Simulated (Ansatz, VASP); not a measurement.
Si2Ge3: VASP beside Ansatz

```xyz
10
Lattice="4.5554 0.0000 0.0000 0.0000 4.5554 0.0000 0.0000 0.0000 8.6505" Properties=species:S:1:pos:R:3 pbc="T T T"
Si    3.2992    1.2562    0.0000
Si    1.2562    3.2992    0.0000
Si    1.0215    1.0215    4.3252
Si    3.5339    3.5339    4.3252
Ge    0.0000    0.0000    6.0846
Ge    2.2777    2.2777    1.7594
Ge    2.2777    2.2777    6.8910
Ge    0.0000    0.0000    2.5658
Ge    0.0000    0.0000    0.0000
Ge    2.2777    2.2777    4.3252
```

Alike in both runs: task single point; functional PBE; k mesh 4 × 4 × 2; occupations gaussian, width 0.1 eV; no spin polarisation.

```csv
,VASP,Ansatz
version,VASP 6.6.1,Ansatz 0.2.0
potentials or method,"VASP PAW PBE potentials, release 64 (Si, Ge_d), cutoff 520 eV","scalar-relativistic, plane waves, PAW"
valence electrons in the cell,100,100
```

VASP gave:

- gap on the k mesh at the Fermi level (eV): none
- rms of the force components (eV/Å): 5.498

Problem. Which values does Ansatz return?

Solution. gap on the k mesh at the Fermi level (eV): none; rms of the force components (eV/Å): 5.466.

Atom by atom the forces differ by 0.033 eV/Å (rms over components). A gap of «none» marks a metal or a gap that the smearing closes.

The k mesh is coarse, so the values compare programs but aren't converged.
